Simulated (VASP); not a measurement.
# Na (Fmmm) in VASP: further runs

Na is run at these levels: PBEsol; tasks: single point.

Everything below comes from runs of VASP 6.6.1. Logs are shortened: lines on timing, memory, paths and dates and some standing lists are left out, and cuts for length are marked.

### Step 1. The cell of the first run

Symmetry: Fmmm, No. 69, orthorhombic system. The conventional cell has a = 4.282 Å, b = 6.025 Å, c = 6.086 Å, α = 90.00°, β = 90.00°, γ = 90.00°. Na (site symmetry mmm) has 14 Na at 3.70 to 4.28 Å within 4.9 Å.

### Step 2. Single point, PBEsol

INCAR reads:

```
ALGO = Normal
EDIFF = 1E-6
ENCUT = 500
GGA = PS
GGA_COMPAT = F
ISIF = 2
ISMEAR = -1
LASPH = T
LCHARG = F
LREAL = F
LWAVE = F
NBANDS = 10
NELM = 120
PREC = Accurate
SIGMA = 0.05
```

KPOINTS reads:

```
k-points
0
Gamma
  7 7 7
```

POSCAR reads:

```
Na
1.0
   -2.1517050000      2.1517050000      2.1410000000
    2.1517050000     -2.1517050000      2.1410000000
    2.1302950000      2.1302950000     -2.1410000000
Na
1
Direct
    0.0000000000      0.0000000000      0.0000000000
```

Potentials or basis: VASP PAW PBE potentials, release 64 (Na_pv).

Launch:

```bash
> cat potpaw_PBE.64/Na_pv/POTCAR > POTCAR
> mpirun -np 1 vasp_std > vasp.out
```

OUTCAR:

```text
EDIFF = 1E-6
   ENCUT = 500
   GGA = PS
   ISIF = 2
   ISMEAR = -1
   LASPH = T
   LREAL = F
   NELM = 120
   PREC = Accurate

 ion  position               nearest neighbor table
   1  0.000  0.000  0.000-

  LATTYP: Found a face centered orthorhombic cell.
 ALAT       =     4.2820000000
 B/A-ratio  =     1.4071424946
 C/A-ratio  =     1.4212846302

  Lattice vectors:

 A1 = (  -0.0214100000,   4.2820000000,   0.0000000000)
 A2 = (  -2.1517050000,   2.1517050000,   2.1410000000)
 A3 = (   2.1302950000,   2.1302950000,   2.1410000000)

Analysis of symmetry for initial positions (statically):
=====================================================================
 Subroutine PRICEL returns:
 Original cell was already a primitive cell.

 Routine SETGRP: Setting up the symmetry group for a
 face centered orthorhombic supercell.

 Subroutine GETGRP returns: Found  8 space group operations
 (whereof  8 operations were pure point group operations)
 out of a pool of  8 trial point group operations.

The static configuration has the point symmetry D_2h.

Analysis of symmetry for dynamics (positions and initial velocities):
=====================================================================
 Subroutine PRICEL returns:
 Original cell was already a primitive cell.

 Routine SETGRP: Setting up the symmetry group for a
 face centered orthorhombic supercell.

 Subroutine GETGRP returns: Found  8 space group operations
 (whereof  8 operations were pure point group operations)
 out of a pool of  8 trial point group operations.

The dynamic configuration has the point symmetry D_2h.

 Subroutine INISYM returns: Found  8 space group operations
 (whereof  8 operations are pure point group operations),
 and found     1 'primitive' translations

----------------------------------------------------------------------------------------

                                     Primitive cell

  volume of cell :      39.2554

  direct lattice vectors                    reciprocal lattice vectors
    -2.151705000  2.151705000  2.141000000     0.001167708  0.233541570  0.233535731
     2.151705000 -2.151705000  2.141000000     0.233541570  0.001167708  0.233535731
     2.130295000  2.130295000 -2.141000000     0.234709277  0.234709277  0.000000000

  length of vectors
     3.720692115  3.720692115  3.695970045     0.330275591  0.330275591  0.331929043

  position of ions in fractional coordinates (direct lattice)
     0.000000000  0.000000000  0.000000000

[... 74 lines left out ...]
   NELM   =    120;   NELMIN=  2; NELMDL= -5     # of ELM steps
   EDIFF  = 0.1E-05   stopping-criterion for ELM
   LREAL  =      F    real-space projection
   EDIFFG = 0.1E-04   stopping-criterion for IOM
   NSW    =      0    number of steps for IOM
   IBRION =     -1    ionic relax: 0-MD 1-quasi-New 2-CG
   NFREE  =      0    steps in history (QN), initial steepest desc. (CG)
   ISIF   =      2    stress and relaxation
   ISYM   =      2    0-nonsym 1-usesym 2-fastsym
   POTIM  = 0.5000    time-step for ionic-motion
   TEBEG  =    0.0;   TEEND  =   0.0 temperature during run
   PSTRESS=    0.0 pullay stress
   NELECT =       7.0000    total number of electrons
   NUPDOWN=      -1.0000    fix difference up-down
   EMIN   =  10.00;   EMAX   =-10.00  energy-range for DOS
   EFERMI =   0.00;   METHOD = LEGACY
   ISMEAR =    -1;   SIGMA  =   0.05  broadening in eV -4-tet -1-fermi 0-gaus
   EFERMI_NEDOS =   21; number of points for ismear=-14 and -15
   IALGO  =     38    algorithm
   IMIX   =      4    mixing-type and parameters
     AMIX     =   0.40;   BMIX     =  1.00
     AMIX_MAG =   1.60;   BMIX_MAG =  1.00
  volume/ion in A,a.u.               =      39.26       264.91
  Fermi-wavevector in a.u.,A,eV,Ry     =   0.921456  1.741299 11.552443  0.849081
  Thomas-Fermi vector in A             =   2.046874
   LORBIT       =      0    0 simple, 1 ext, 2 COOP (PROOUT), +10 PAW based schemes
   GGA     = PS    functional components
   LHFCALC =     F    Hartree Fock is set to
   AEXX    =    0.0000 exact exchange contribution
   IVDW    =     0    specifies the selected vdW correction
   LEPSILON=     F    determine dielectric tensor
   LRPA    =     F    only Hartree local field effects (RPA)
 non-spin polarized calculation
  energy-cutoff  :      500.00
  volume of cell :       39.26
 maximum number of plane-waves:      1006
   NGX = 13   NGY = 13   NGZ = 13

 number of electron       7.0000011 magnetization

 Free energy of the ion-electron system (eV)
  ---------------------------------------------------
  ext. energy  EPLUGINS =         0.00000000
  ---------------------------------------------------
  free energy    TOTEN  =        -1.39790936 eV

  energy without entropy =       -1.39301287  energy(sigma->0) =       -1.39546112

 E-fermi :   0.0996     XC(G=0):  -6.3523

 val. band max:        0.0420089187   @ k =   0.0000   0.0000   0.4286
 cond. band min:       0.3126685732   @ k =  -0.4286   0.4286   0.1429
 fundamental gap:      0.2706596545
 Fermi energy:         0.0995905925

 k-point     1 :       0.0000    0.0000    0.0000
  band No.  band energies     occupation
      1     -24.6849      2.00000
      2     -24.6847      2.00000
      3     -24.6846      2.00000
      4      -3.0099      2.00000
      5      11.4897      0.00000
      6      11.4979      0.00000
      7      11.5386      0.00000
      8      12.4858      0.00000
      9      12.5022      0.00000
     10      12.9369      0.00000
[... 287 lines left out ...]
 k-point    24 :       0.2857    0.1429    0.1429
  band No.  band energies     occupation
      1     -24.7089      2.00000
      2     -24.6956      2.00000
      3     -24.6898      2.00000
      4       0.6776      0.00002
      5       2.9063      0.00000
      6       4.8521      0.00000
      7       5.8895      0.00000
      8      13.7522      0.00000
      9      14.1686      0.00000
     10      15.9627      0.00000

 [... further k-points ...]
[... 5 lines left out ...]
  --------------------------------------------------------------------------------------
  -------------------------------------------------------------------------------------
  Total       -0.1402731     -0.1402731     -0.1384536      0.0157573      0.0000000      0.0000000
  in kB       -5.7251365     -5.7251365     -5.6508736      0.6431200      0.0000000      0.0000000
  external PRESSURE =      -5.7003822 kB  Pullay stress =       0.0000000 kB

 VOLUME and BASIS-vectors are now :
 -----------------------------------------------------------------------------
  energy-cutoff  :      500.00
  volume of cell :       39.26
      direct lattice vectors                 reciprocal lattice vectors
    -2.151705000  2.151705000  2.141000000     0.001167708  0.233541570  0.233535731
     2.151705000 -2.151705000  2.141000000     0.233541570  0.001167708  0.233535731
     2.130295000  2.130295000 -2.141000000     0.234709277  0.234709277  0.000000000

 POSITION                                       TOTAL-FORCE (eV/Angst)
 -----------------------------------------------------------------------------------
      0.00000      0.00000      0.00000         0.000000      0.000000      0.000000
 -----------------------------------------------------------------------------------
    total drift:                               -0.000000     -0.000000     -0.000000

  FREE ENERGIE OF THE ION-ELECTRON SYSTEM (eV)
  ---------------------------------------------------
  free  energy   TOTEN  =        -1.3979093606 eV

  energy  without entropy=       -1.3930128733  energy(sigma->0) =       -1.39546112
```

Wall time 19 s (1 thread of Intel Xeon 8259CL, shared host); peak memory 0.15 GiB.

What came out:

* Free energy: -1.3979 eV
* Pressure: -0.6 GPa

Caveat: the PAW data sets were made with another functional, which shifts forces and pressure a little.

### Step 3. Single point, PBEsol

INCAR reads:

```
SYSTEM = Na
PREC = Accurate ; ENCUT = 500
EDIFF = 1E-6 ; ISMEAR = -1
SIGMA = 0.05 ; LREAL = .FALSE.
LASPH = .TRUE. ; NELM = 120
ALGO = Normal ; ISIF = 2
LWAVE = .FALSE. ; LCHARG = .FALSE.
GGA = PS ; NBANDS = 10
GGA_COMPAT = .FALSE.
```

KPOINTS reads:

```
regular mesh
0
G
  7 7 7
  0 0 0
```

POSCAR reads:

```
Na
1.0
   -2.1195900000      2.1195900000      2.1410000000
    2.1195900000     -2.1195900000      2.1410000000
    2.1624100000      2.1624100000     -2.1410000000
Na
1
Direct
    0.0000000000      0.0000000000      0.0000000000
```

Potentials or basis: VASP PAW PBE potentials, release 64 (Na_pv).

Launch:

```bash
> cat potpaw_PBE.64/Na_pv/POTCAR > POTCAR
> mpirun -np 1 vasp_std > vasp.out
```

OUTCAR:

```text
SYSTEM = Na
   PREC = Accurate
   ENCUT = 500
   EDIFF = 1E-6
   ISMEAR = -1
   LREAL = .FALSE.
   LASPH = .TRUE.
   NELM = 120
   ISIF = 2
   GGA = PS

 ion  position               nearest neighbor table
   1  0.000  0.000  0.000-

  LATTYP: Found a face centered orthorhombic cell.
 ALAT       =     4.2820000000
 B/A-ratio  =     1.4000714267
 C/A-ratio  =     1.4283556980

  Lattice vectors:

 A1 = (   4.2820000000,   0.0428200000,   0.0000000000)
 A2 = (   2.1624100000,   2.1624100000,   2.1410000000)
[... 490 lines left out ...]
     10      15.9306      0.00000

 [... further k-points ...]

------------------------ aborting loop because EDIFF is reached ----------------------------------------

  FORCE on cell =-STRESS in cart. coord.  units (eV):
  Direction    XX          YY          ZZ          XY          YZ          ZX
  --------------------------------------------------------------------------------------
  -------------------------------------------------------------------------------------
  Total       -0.1420488     -0.1420488     -0.1350964     -0.0315302      0.0000000     -0.0000000
  in kB       -5.7980433     -5.7980433     -5.5142660     -1.2869786      0.0000000     -0.0000000
  external PRESSURE =      -5.7034509 kB  Pullay stress =       0.0000000 kB

 VOLUME and BASIS-vectors are now :
 -----------------------------------------------------------------------------
  energy-cutoff  :      500.00
  volume of cell :       39.25
      direct lattice vectors                 reciprocal lattice vectors
    -2.119590000  2.119590000  2.141000000    -0.002335591  0.233559087  0.233535731
     2.119590000 -2.119590000  2.141000000     0.233559087 -0.002335591  0.233535731
     2.162410000  2.162410000 -2.141000000     0.231223496  0.231223496  0.000000000

 POSITION                                       TOTAL-FORCE (eV/Angst)
 -----------------------------------------------------------------------------------
      0.00000      0.00000      0.00000         0.000000      0.000000      0.000000
 -----------------------------------------------------------------------------------
    total drift:                               -0.000000     -0.000000     -0.000000

  FREE ENERGIE OF THE ION-ELECTRON SYSTEM (eV)
  ---------------------------------------------------
  free  energy   TOTEN  =        -1.3976829819 eV

  energy  without entropy=       -1.3928539271  energy(sigma->0) =       -1.39526845
```

OSZICAR:

```text
N       E                     dE             d eps       ncg     rms          rms(c)
DAV:   1     0.285263942962E+02    0.28526E+02   -0.37152E+03  1280   0.561E+02
DAV:   2    -0.755195576698E+00   -0.29282E+02   -0.29141E+02  1322   0.152E+02
DAV:   3    -0.139401460798E+01   -0.63882E+00   -0.63844E+00  1546   0.240E+01
DAV:   4    -0.139950486685E+01   -0.54903E-02   -0.54899E-02  1516   0.220E+00
DAV:   5    -0.139958012104E+01   -0.75254E-04   -0.75254E-04  1494   0.245E-01    0.231E-01
DAV:   6    -0.139808968118E+01    0.14904E-02   -0.27458E-03  1506   0.759E-01    0.142E-01
DAV:   7    -0.139773643655E+01    0.35324E-03   -0.24998E-03  1450   0.647E-01    0.458E-02
DAV:   8    -0.139768268044E+01    0.53756E-04   -0.20316E-04  1482   0.246E-01    0.214E-03
DAV:   9    -0.139768298187E+01   -0.30144E-06   -0.72580E-07  1002   0.974E-03
   1 F= -.13976830E+01 E0= -.13952685E+01  d E =-.482905E-02
```

Wall time 18 s (1 thread of Intel Xeon 8259CL, shared host); peak memory 0.15 GiB.

Results:

- Free energy: -1.3977 eV
- Pressure: -0.6 GPa

Stress tensor (GPa, compression positive):
```
-0.58 -0.13  0.00
-0.13 -0.58  0.00
 0.00  0.00 -0.55
```

Caveat: the PAW data sets were made with another functional, which shifts forces and pressure a little.

### Step 4. Single point, PBEsol

INCAR reads:

```
SYSTEM = Na
PREC     = Accurate       ! precision mode
ENCUT    = 500            ! plane-wave cutoff, eV
EDIFF    = 1E-6           ! SCF threshold, eV
ISMEAR   = -1             ! smearing method
SIGMA    = 0.05           ! smearing width, eV
LREAL    = .False.        ! projectors in reciprocal space
LASPH    = .True.         ! aspherical terms in the spheres
NELM     = 120            ! most SCF steps
ALGO     = Normal         ! electronic algorithm
ISIF     = 2              ! what is computed and relaxed
LWAVE    = .False.        ! write WAVECAR
LCHARG   = .False.        ! write CHGCAR
GGA      = PS             ! functional
NBANDS   = 10             ! bands
GGA_COMPAT= .False.
```

KPOINTS reads:

```
regular mesh
0
Gamma
  7 7 7
  0 0 0
```

POSCAR reads:

```
Na
1.0
   -2.0981800000      2.0981800000      2.1410000000
    2.0981800000     -2.0981800000      2.1410000000
    2.1838200000      2.1838200000     -2.1410000000
Na
1
Direct
    0.0000000000      0.0000000000      0.0000000000
```

Potentials or basis: VASP PAW PBE potentials, release 64 (Na_pv).

Launch:

```bash
> cat potpaw_PBE.64/Na_pv/POTCAR > POTCAR
> mpirun -np 1 vasp_std > vasp.out
```

OUTCAR:

```text
SYSTEM = Na
   PREC = Accurate
   ENCUT = 500
   EDIFF = 1E-6
   ISMEAR = -1
   LREAL = .False.
   LASPH = .True.
   NELM = 120
   ISIF = 2
   GGA = PS

 ion  position               nearest neighbor table
   1  0.000  0.000  0.000-

  LATTYP: Found a face centered orthorhombic cell.
 ALAT       =     4.2820000000
 B/A-ratio  =     1.3859292911
 C/A-ratio  =     1.4424978336

  Lattice vectors:

 A1 = (   4.2820000000,   0.0856400000,   0.0000000000)
 A2 = (   2.1838200000,   2.1838200000,   2.1410000000)
 A3 = (   2.0981800000,  -2.0981800000,   2.1410000000)
[... 482 lines left out ...]
      3     -24.6899      2.00000
      4       0.5858      0.00016
      5       3.0237      0.00000
      6       4.7771      0.00000
      7       5.9121      0.00000
      8      13.6262      0.00000
      9      14.4346      0.00000
     10      15.8913      0.00000

 [... further k-points ...]
[... 5 lines left out ...]
  --------------------------------------------------------------------------------------
  -------------------------------------------------------------------------------------
  Total       -0.1453554     -0.1453554     -0.1228593     -0.0628194      0.0000000     -0.0000000
  in kB       -5.9347904     -5.9347904     -5.0162870     -2.5648884      0.0000000     -0.0000000
  external PRESSURE =      -5.6286226 kB  Pullay stress =       0.0000000 kB

 VOLUME and BASIS-vectors are now :
 -----------------------------------------------------------------------------
  energy-cutoff  :      500.00
  volume of cell :       39.24
      direct lattice vectors                 reciprocal lattice vectors
    -2.098180000  2.098180000  2.141000000    -0.004672584  0.233629183  0.233535731
     2.098180000 -2.098180000  2.141000000     0.233629183 -0.004672584  0.233535731
     2.183820000  2.183820000 -2.141000000     0.228956599  0.228956599  0.000000000

 POSITION                                       TOTAL-FORCE (eV/Angst)
 -----------------------------------------------------------------------------------
      0.00000      0.00000      0.00000         0.000000      0.000000      0.000000
 -----------------------------------------------------------------------------------
    total drift:                               -0.000000     -0.000000     -0.000000

  FREE ENERGIE OF THE ION-ELECTRON SYSTEM (eV)
  ---------------------------------------------------
  free  energy   TOTEN  =        -1.3967802091 eV

  energy  without entropy=       -1.3921120701  energy(sigma->0) =       -1.39444614
```

stdout:

```text
POSCAR found type information on POSCAR Na
 POSCAR found :  1 types and       1 ions
 scaLAPACK will be used
 -----------------------------------------------------------------------------
|                                                                             |
|                                                                             |
|     You enforced a specific xc type in the INCAR file but a different       |
|     I HOPE YOU KNOW WHAT YOU ARE DOING!                                     |
|                                                                             |
 -----------------------------------------------------------------------------

 LDA part: xc-table for (Slater+PW92), standard interpolation
 POSCAR, INCAR and KPOINTS ok, starting setup
 FFT: planning ... GRIDC
 FFT: planning ... GRID_SOFT
 FFT: planning ... GRID
 WAVECAR not read
 entering main loop
```

It took 21 s on 1 thread of Intel Xeon 8259CL, shared host; peak memory 0.16 GiB.

Results:

- Free energy: -1.3968 eV
- Pressure: -0.6 GPa

Levels at points of the mesh, in eV from the Fermi level:
```
           k point  band 2  band 3  band 4  band 5  band 6  band 7
(0.00, 0.00, 0.00)  -24.80  -24.80   -3.12   11.19   11.31   11.51
```

Caveat: the PAW data sets were made with another functional, which shifts forces and pressure a little.

### Step 5. Overview

```csv
cell,gap on the mesh (eV),pressure (GPa)
"a = 3.721, b = 3.721, c = 3.696 Å, angles 109.5, 109.5, 109.7°, 1 atom",none,-0.6
"a = 3.684, b = 3.684, c = 3.733 Å, angles 109.5, 109.5, 108.9°, 1 atom",none,-0.6
"a = 3.659, b = 3.659, c = 3.758 Å, angles 109.5, 109.5, 108.4°, 1 atom",none,-0.6
```

Alike in all rows: task single point; level PBEsol; potentials or basis VASP PAW PBE potentials, release 64 (Na_pv); no spin polarisation; k mesh 7 × 7 × 7; cutoff (eV) 500; smearing fermi-dirac 0.05 eV.

Caveats: the PAW data sets were made with another functional, which shifts forces and pressure a little.

Absolute energies hang on the potentials; compare differences alone.
